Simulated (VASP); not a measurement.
# Y3Ge (Pm-3m) in VASP: further runs

Y3Ge is run at these levels: PBE; tasks: single point.

Everything below comes from runs of VASP 6.6.1. Logs are shortened: lines on timing, memory, paths and dates and some standing lists are left out, and cuts for length are marked.

## 1. The cell of the first run

It takes space group Pm-3m (No. 221, cubic). Conventional cell: a = 4.574 Å, b = 4.574 Å, c = 4.574 Å, α = 90.00°, β = 90.00°, γ = 90.00°. Y (site symmetry 4/mmm) has 8 Y at 3.23 Å and 4 Ge at 3.23 Å within 4.3 Å. Ge (site symmetry m-3m) has 12 Y at 3.23 Å within 4.3 Å.

## 2. Single point, PBE

INCAR

```
SYSTEM = Y3Ge
PREC = Accurate ; ENCUT = 520
EDIFF = 1E-7 ; ISMEAR = 0
SIGMA = 0.1 ; LREAL = .False.
LASPH = .True. ; NELM = 100
ALGO = Normal ; ISIF = 2
LWAVE = .False. ; LCHARG = .True.
GGA = PE ; LELF = .True.
LVHAR = .True. ; NBANDS = 32
```

KPOINTS

```
Automatic mesh
0
Gamma
  4 4 4
  0 0 0
```

POSCAR

```
Y3Ge
1.0
    4.5735495076      0.0000000000      0.0000000000
    0.0000000000      4.5735495076      0.0000000000
    0.0000000000      0.0000000000      4.5735495076
Y Ge
3 1
Direct
    0.0000000000      0.5000000000      0.5000000000
    0.5000000000      0.0000000000      0.5000000000
    0.5000000000      0.5000000000      0.0000000000
    0.0000000000      0.0000000000      0.0000000000
```

Potentials or basis: VASP PAW PBE potentials, release 64 (Y_sv, Ge_d).

The run is started by

```
$ cat potpaw_PBE.64/Y_sv/POTCAR potpaw_PBE.64/Ge_d/POTCAR > POTCAR
$ mpirun -np 1 vasp_std > vasp.out
```

OUTCAR:

```text
SYSTEM = Y3Ge
   PREC = Accurate
   ENCUT = 520
   EDIFF = 1E-7
   ISMEAR = 0
   LREAL = .False.
   LASPH = .True.
   NELM = 100
   ISIF = 2
   GGA = PE

 ion  position               nearest neighbor table
   1  0.000  0.500  0.500-   2 3.23   3 3.23   4 3.23   3 3.23   4 3.23   2 3.23   4 3.23   4 3.23
                             2 3.23   3 3.23   3 3.23   2 3.23
   2  0.500  0.000  0.500-   1 3.23   3 3.23   4 3.23   3 3.23   4 3.23   1 3.23   3 3.23   3 3.23
                             1 3.23   4 3.23   4 3.23   1 3.23
   3  0.500  0.500  0.000-   1 3.23   2 3.23   4 3.23   1 3.23   2 3.23   2 3.23   4 3.23   2 3.23
                             1 3.23   4 3.23   1 3.23   4 3.23
   4  0.000  0.000  0.000-   1 3.23   2 3.23   3 3.23   1 3.23   2 3.23   1 3.23   3 3.23   1 3.23
                             2 3.23   3 3.23   2 3.23   3 3.23

  LATTYP: Found a simple cubic cell.
 ALAT       =     4.5735495076

  Lattice vectors:

 A1 = (   4.5735495076,   0.0000000000,   0.0000000000)
 A2 = (   0.0000000000,   4.5735495076,   0.0000000000)
 A3 = (   0.0000000000,   0.0000000000,   4.5735495076)

Analysis of symmetry for initial positions (statically):
=====================================================================
 Subroutine PRICEL returns:
 Original cell was already a primitive cell.

 Routine SETGRP: Setting up the symmetry group for a
 simple cubic supercell.

 Subroutine GETGRP returns: Found 48 space group operations
 (whereof 48 operations were pure point group operations)
 out of a pool of 48 trial point group operations.

The static configuration has the point symmetry O_h .

Analysis of symmetry for dynamics (positions and initial velocities):
=====================================================================
 Subroutine PRICEL returns:
 Original cell was already a primitive cell.

 Routine SETGRP: Setting up the symmetry group for a
 simple cubic supercell.

 Subroutine GETGRP returns: Found 48 space group operations
 (whereof 48 operations were pure point group operations)
 out of a pool of 48 trial point group operations.

The dynamic configuration has the point symmetry O_h .

 Subroutine INISYM returns: Found 48 space group operations
 (whereof 48 operations are pure point group operations),
 and found     1 'primitive' translations

----------------------------------------------------------------------------------------

                                     Primitive cell

  volume of cell :      95.6666

  direct lattice vectors                    reciprocal lattice vectors
     4.573549508  0.000000000  0.000000000     0.218648557  0.000000000  0.000000000
     0.000000000  4.573549508  0.000000000     0.000000000  0.218648557  0.000000000
     0.000000000  0.000000000  4.573549508     0.000000000  0.000000000  0.218648557

  length of vectors
     4.573549508  4.573549508  4.573549508     0.218648557  0.218648557  0.218648557

  position of ions in fractional coordinates (direct lattice)
     0.000000000  0.500000000  0.500000000
     0.500000000  0.000000000  0.500000000
     0.500000000  0.500000000  0.000000000
     0.000000000  0.000000000  0.000000000

  ion indices of the primitive-cell ions
   primitive index   ion index
                 1           1
                 2           2
                 3           3
                 4           4

----------------------------------------------------------------------------------------

 KPOINTS: Automatic mesh

Automatic generation of k-mesh.
 Grid dimensions read from file:
 generate k-points for:    4    4    4

 Generating k-lattice:

  Cartesian coordinates                     Fractional coordinates (reciprocal lattice)
     0.054662139  0.000000000  0.000000000     0.250000000  0.000000000  0.000000000
     0.000000000  0.054662139  0.000000000     0.000000000  0.250000000  0.000000000
     0.000000000  0.000000000  0.054662139     0.000000000  0.000000000  0.250000000

  Length of vectors
     0.054662139  0.054662139  0.054662139

  Shift w.r.t. Gamma in fractional coordinates (k-lattice)
     0.000000000  0.000000000  0.000000000

 Subroutine IBZKPT returns following result:
 ===========================================

 Found     10 irreducible k-points:

 Following reciprocal coordinates:
            Coordinates               Weight
  0.000000  0.000000  0.000000      1.000000
  0.250000  0.000000  0.000000      6.000000
  0.500000  0.000000  0.000000      3.000000
  0.250000  0.250000  0.000000     12.000000
  0.500000  0.250000  0.000000     12.000000
  0.500000  0.500000  0.000000      3.000000
  0.250000  0.250000  0.250000      8.000000
  0.500000  0.250000  0.250000     12.000000
  0.500000  0.500000  0.250000      6.000000
  0.500000  0.500000  0.500000      1.000000
   k-points           NKPTS =     10   k-points in BZ     NKDIM =     10   number of bands    NBANDS=     32
   number of dos      NEDOS =    301   number of ions     NIONS =      4
   total plane-waves  NPLWV =  46656
   dimension x,y,z NGX =    36 NGY =   36 NGZ =   36
   dimension x,y,z NGXF=    72 NGYF=   72 NGZF=   72
   ions per type =               3   1
   NGX,Y,Z   is equivalent  to a cutoff of  13.09, 13.09, 13.09 a.u.
   NGXF,Y,Z  is equivalent  to a cutoff of  26.17, 26.17, 26.17 a.u.
 SYSTEM =  Y3Ge
   PREC   = accura    normal or accurate (medium, high low for compatibility)
   ISTART =      0    job   : 0-new  1-cont  2-samecut
   ICHARG =      2    charge: 1-file 2-atom 10-const
   ISPIN  =      1    spin polarized calculation?
   LNONCOLLINEAR =      F non collinear calculations
   LSORBIT =      F    spin-orbit coupling
   LASPH  =      T    aspherical Exc in radial PAW
   ENCUT  =  520.0 eV  38.22 Ry    6.18 a.u.   8.50  8.50  8.50*2*pi/ulx,y,z
   NELM   =    100;   NELMIN=  2; NELMDL= -5     # of ELM steps
   EDIFF  = 0.1E-06   stopping-criterion for ELM
   LREAL  =      F    real-space projection
   EDIFFG = 0.1E-05   stopping-criterion for IOM
   NSW    =      0    number of steps for IOM
   IBRION =     -1    ionic relax: 0-MD 1-quasi-New 2-CG
   NFREE  =      0    steps in history (QN), initial steepest desc. (CG)
   ISIF   =      2    stress and relaxation
   ISYM   =      2    0-nonsym 1-usesym 2-fastsym
   POTIM  = 0.5000    time-step for ionic-motion
   TEBEG  =    0.0;   TEEND  =   0.0 temperature during run
   PSTRESS=    0.0 pullay stress
   NELECT =      47.0000    total number of electrons
   NUPDOWN=      -1.0000    fix difference up-down
   EMIN   =  10.00;   EMAX   =-10.00  energy-range for DOS
   EFERMI =   0.00;   METHOD = LEGACY
   ISMEAR =     0;   SIGMA  =   0.10  broadening in eV -4-tet -1-fermi 0-gaus
   EFERMI_NEDOS =   21; number of points for ismear=-14 and -15
   IALGO  =     38    algorithm
   IMIX   =      4    mixing-type and parameters
     AMIX     =   0.40;   BMIX     =  1.00
     AMIX_MAG =   1.60;   BMIX_MAG =  1.00
  volume/ion in A,a.u.               =      23.92       161.40
  Fermi-wavevector in a.u.,A,eV,Ry     =   1.291777  2.441104 22.703861  1.668687
  Thomas-Fermi vector in A             =   2.423526
   LORBIT       =      0    0 simple, 1 ext, 2 COOP (PROOUT), +10 PAW based schemes
   GGA     = PE    functional components
   LHFCALC =     F    Hartree Fock is set to
   AEXX    =    0.0000 exact exchange contribution
   IVDW    =     0    specifies the selected vdW correction
   LEPSILON=     F    determine dielectric tensor
   LRPA    =     F    only Hartree local field effects (RPA)
 non-spin polarized calculation
 Gauss-broadening in eV      SIGMA  =   0.10
  energy-cutoff  :      520.00
  volume of cell :       95.67
 maximum number of plane-waves:      2612
 NGX is ok and might be reduce to    36
   NGX = 17   NGY = 17   NGZ = 17

 number of electron      46.9999995 magnetization

 Free energy of the ion-electron system (eV)
  ---------------------------------------------------
  ext. energy  EPLUGINS =         0.00000000
  ---------------------------------------------------
  free energy    TOTEN  =       -24.93539536 eV

  energy without entropy =      -24.90336431  energy(sigma->0) =      -24.91937984

 E-fermi :   4.9369     XC(G=0): -10.5878

 val. band max:        4.9161279170   @ k =   0.5000   0.2500   0.0000
 cond. band min:       4.9482882883   @ k =   0.2500   0.2500   0.0000
 fundamental gap:      0.0321603713
 Fermi energy:         4.9368500209

 k-point     1 :       0.0000    0.0000    0.0000
  band No.  band energies     occupation
      1     -37.5644      2.00000
      2     -37.3375      2.00000
      3     -37.3375      2.00000
      4     -19.1074      2.00000
      5     -19.1074      2.00000
      6     -19.1074      2.00000
[... 24 lines left out ...]
     31       8.1538      0.00000
     32      10.3445      0.00000

 k-point     2 :       0.2500    0.0000    0.0000
  band No.  band energies     occupation
      1     -37.5356      2.00000
      2     -37.3665      2.00000
      3     -37.3371      2.00000
      4     -19.1115      2.00000
      5     -19.1115      2.00000
      6     -19.1074      2.00000
[... 24 lines left out ...]
     31       8.7905      0.00000
     32       8.9584      0.00000

 k-point     3 :       0.5000    0.0000    0.0000
  band No.  band energies     occupation
      1     -37.4890      2.00000
      2     -37.4135      2.00000
      3     -37.3367      2.00000
      4     -19.1156      2.00000
      5     -19.1156      2.00000
      6     -19.1094      2.00000
[... 24 lines left out ...]
     31       7.8192      0.00000
     32       7.8192      0.00000

 k-point     4 :       0.2500    0.2500    0.0000
  band No.  band energies     occupation
      1     -37.5100      2.00000
      2     -37.3751      2.00000
      3     -37.3536      2.00000
      4     -19.1125      2.00000
      5     -19.1116      2.00000
      6     -19.1108      2.00000
[... 24 lines left out ...]
     31       8.6756      0.00000
     32       9.1578      0.00000

 k-point     5 :       0.5000    0.2500    0.0000
  band No.  band energies     occupation
      1     -37.4665      2.00000
      2     -37.4129      2.00000
      3     -37.3588      2.00000
      4     -19.1149      2.00000
      5     -19.1121      2.00000
      6     -19.1108      2.00000
[... 24 lines left out ...]
     31       8.5445      0.00000
     32       8.8702      0.00000

 k-point     6 :       0.5000    0.5000    0.0000
  band No.  band energies     occupation
      1     -37.4126      2.00000
      2     -37.4123      2.00000
      3     -37.4123      2.00000
      4     -19.1143      2.00000
      5     -19.1143      2.00000
      6     -19.1085      2.00000
[... 24 lines left out ...]
     31       7.9245      0.00000
     32       7.9343      0.00000

 k-point     7 :       0.2500    0.2500    0.2500
  band No.  band energies     occupation
      1     -37.4885      2.00000
      2     -37.3746      2.00000
      3     -37.3746      2.00000
      4     -19.1126      2.00000
      5     -19.1117      2.00000
      6     -19.1117      2.00000
[... 24 lines left out ...]
     31       8.4115      0.00000
     32       8.6432      0.00000

 k-point     8 :       0.5000    0.2500    0.2500
  band No.  band energies     occupation
      1     -37.4503      2.00000
      2     -37.4123      2.00000
      3     -37.3741      2.00000
      4     -19.1123      2.00000
      5     -19.1115      2.00000
      6     -19.1108      2.00000
[... 24 lines left out ...]
     31       8.5345      0.00000
     32       8.6013      0.00000

 k-point     9 :       0.5000    0.5000    0.2500
  band No.  band energies     occupation
      1     -37.4119      2.00000
      2     -37.4117      2.00000
      3     -37.4117      2.00000
      4     -19.1110      2.00000
      5     -19.1110      2.00000
      6     -19.1080      2.00000
[... 24 lines left out ...]
     31       8.1172      0.00000
     32       8.3007      0.00000

 k-point    10 :       0.5000    0.5000    0.5000
  band No.  band energies     occupation
      1     -37.4112      2.00000
      2     -37.4112      2.00000
      3     -37.4112      2.00000
      4     -19.1075      2.00000
      5     -19.1075      2.00000
      6     -19.1075      2.00000
[... 24 lines left out ...]
     31       7.7944      0.00000
     32       7.7944      0.00000

------------------------ aborting loop because EDIFF is reached ----------------------------------------

  FORCE on cell =-STRESS in cart. coord.  units (eV):
  Direction    XX          YY          ZZ          XY          YZ          ZX
  --------------------------------------------------------------------------------------
  -------------------------------------------------------------------------------------
  Total        3.0729130      3.0729130      3.0729130      0.0000000      0.0000000     -0.0000000
  in kB       51.4636637     51.4636637     51.4636637      0.0000000      0.0000000     -0.0000000
  external PRESSURE =      51.4636637 kB  Pullay stress =       0.0000000 kB

 VOLUME and BASIS-vectors are now :
 -----------------------------------------------------------------------------
  energy-cutoff  :      520.00
  volume of cell :       95.67
      direct lattice vectors                 reciprocal lattice vectors
     4.573549508  0.000000000  0.000000000     0.218648557  0.000000000  0.000000000
     0.000000000  4.573549508  0.000000000     0.000000000  0.218648557  0.000000000
     0.000000000  0.000000000  4.573549508     0.000000000  0.000000000  0.218648557

 POSITION                                       TOTAL-FORCE (eV/Angst)
 -----------------------------------------------------------------------------------
      0.00000      2.28677      2.28677         0.000000      0.000000      0.000000
      2.28677      0.00000      2.28677         0.000000      0.000000      0.000000
      2.28677      2.28677      0.00000         0.000000      0.000000      0.000000
      0.00000      0.00000      0.00000         0.000000      0.000000      0.000000
 -----------------------------------------------------------------------------------
    total drift:                                0.000000      0.000000      0.000000

  FREE ENERGIE OF THE ION-ELECTRON SYSTEM (eV)
  ---------------------------------------------------
  free  energy   TOTEN  =       -24.9353953616 eV

  energy  without entropy=      -24.9033643089  energy(sigma->0) =      -24.91937984
```

Wall time 43 s (1 thread of Oxide Virtual Turin-like, shared host); peak memory 0.19 GiB.

What came out:

```
Free energy : -24.9354 eV
Pressure    : 5.1 GPa
```

## 3. Single point, PBE

This run uses another cell than the first one, of 26.14 Å³/atom, 1.093 times its volume.

INCAR

```
SYSTEM = Y3Ge
PREC = Accurate
ENCUT = 520
EDIFF = 1E-6
ISMEAR = 0
SIGMA = 0.1
LREAL = .FALSE.
LASPH = .TRUE.
NELM = 100
ALGO = Fast
ISIF = 2
LWAVE = .FALSE.
LCHARG = .TRUE.
GGA = PE
LELF = .TRUE.
LVHAR = .TRUE.
NBANDS = 32
```

KPOINTS

```
regular mesh
0
G
  4 4 4
  0 0 0
```

POSCAR

```
Y3Ge
1.0
    4.7108332761      0.0000000000      0.0000000000
    0.0000000000      4.7108332761      0.0000000000
    0.0000000000      0.0000000000      4.7108332761
Y Ge
3 1
Direct
    0.0000000000      0.5000000000      0.5000000000
    0.5000000000      0.0000000000      0.5000000000
    0.5000000000      0.5000000000      0.0000000000
    0.0000000000      0.0000000000      0.0000000000
```

Potentials or basis: VASP PAW PBE potentials, release 64 (Y_sv, Ge_d).

The run is started by

```
$ cat potpaw_PBE.64/Y_sv/POTCAR potpaw_PBE.64/Ge_d/POTCAR > POTCAR
$ mpirun -np 1 vasp_std > vasp.out
```

OUTCAR:

```text
SYSTEM = Y3Ge
   PREC = Accurate
   ENCUT = 520
   EDIFF = 1E-6
   ISMEAR = 0
   LREAL = .FALSE.
   LASPH = .TRUE.
   NELM = 100
   ISIF = 2
   GGA = PE

 ion  position               nearest neighbor table
   1  0.000  0.500  0.500-   2 3.33   3 3.33   4 3.33   3 3.33   4 3.33   2 3.33   4 3.33   4 3.33
                             2 3.33   3 3.33   3 3.33   2 3.33
   2  0.500  0.000  0.500-   1 3.33   3 3.33   4 3.33   3 3.33   4 3.33   1 3.33   3 3.33   3 3.33
                             1 3.33   4 3.33   4 3.33   1 3.33
   3  0.500  0.500  0.000-   1 3.33   2 3.33   4 3.33   1 3.33   2 3.33   2 3.33   4 3.33   2 3.33
                             1 3.33   4 3.33   1 3.33   4 3.33
   4  0.000  0.000  0.000-   1 3.33   2 3.33   3 3.33   1 3.33   2 3.33   1 3.33   3 3.33   1 3.33
                             2 3.33   3 3.33   2 3.33   3 3.33

  LATTYP: Found a simple cubic cell.
 ALAT       =     4.7108332761

  Lattice vectors:

 A1 = (   4.7108332761,   0.0000000000,   0.0000000000)
 A2 = (   0.0000000000,   4.7108332761,   0.0000000000)
 A3 = (   0.0000000000,   0.0000000000,   4.7108332761)

Analysis of symmetry for initial positions (statically):
=====================================================================
 Subroutine PRICEL returns:
 Original cell was already a primitive cell.

 Routine SETGRP: Setting up the symmetry group for a
[... 163 lines left out ...]
 fundamental gap:      0.0502039320
 Fermi energy:         4.4035145806

 k-point     1 :       0.0000    0.0000    0.0000
  band No.  band energies     occupation
      1     -38.3031      2.00000
      2     -38.1440      2.00000
      3     -38.1440      2.00000
      4     -19.6946      2.00000
      5     -19.6946      2.00000
      6     -19.6946      2.00000
[... 339 lines left out ...]
     31       7.0735      0.00000
     32       7.0736      0.00000

------------------------ aborting loop because EDIFF is reached ----------------------------------------

  FORCE on cell =-STRESS in cart. coord.  units (eV):
  Direction    XX          YY          ZZ          XY          YZ          ZX
  --------------------------------------------------------------------------------------
  -------------------------------------------------------------------------------------
  Total       -0.2118890     -0.2118890     -0.2118890     -0.0000000     -0.0000000     -0.0000000
  in kB       -3.2473253     -3.2473253     -3.2473253     -0.0000000     -0.0000000     -0.0000000
  external PRESSURE =      -3.2473253 kB  Pullay stress =       0.0000000 kB

 VOLUME and BASIS-vectors are now :
 -----------------------------------------------------------------------------
  energy-cutoff  :      520.00
  volume of cell :      104.54
      direct lattice vectors                 reciprocal lattice vectors
     4.710833276  0.000000000  0.000000000     0.212276670  0.000000000  0.000000000
     0.000000000  4.710833276  0.000000000     0.000000000  0.212276670  0.000000000
     0.000000000  0.000000000  4.710833276     0.000000000  0.000000000  0.212276670

 POSITION                                       TOTAL-FORCE (eV/Angst)
 -----------------------------------------------------------------------------------
      0.00000      2.35542      2.35542         0.000000      0.000000      0.000000
      2.35542      0.00000      2.35542         0.000000      0.000000      0.000000
      2.35542      2.35542      0.00000         0.000000      0.000000      0.000000
      0.00000      0.00000      0.00000         0.000000      0.000000      0.000000
 -----------------------------------------------------------------------------------
    total drift:                                0.000000      0.000000      0.000000

  FREE ENERGIE OF THE ION-ELECTRON SYSTEM (eV)
  ---------------------------------------------------
  free  energy   TOTEN  =       -25.0594206787 eV

  energy  without entropy=      -25.0299778174  energy(sigma->0) =      -25.04469925
```

Wall time 2.4 min (1 thread of Oxide Virtual Turin-like, shared host); peak memory 0.2 GiB.

What came out:

```yaml
Free_energy: -25.0594 eV
Pressure: -0.3 GPa
```

Levels at points of the mesh, in eV from the Fermi level:
```tsv
k point	band 21	band 22	band 23	band 24	band 25	band 26	band 27	band 28
(0.00, 0.00, 0.00)	-1.30	-0.78	-0.78	-0.78	-0.48	-0.48	-0.48	1.49
(0.50, 0.00, 0.00)	-1.70	-1.70	-0.24	0.19	1.14	1.14	1.35	1.54
(0.50, 0.50, 0.00)	-2.09	-0.98	0.15	0.15	0.25	1.30	1.30	1.93
(0.50, 0.50, 0.50)	-1.73	-1.65	-1.65	-1.65	1.32	1.53	1.53	1.53
```
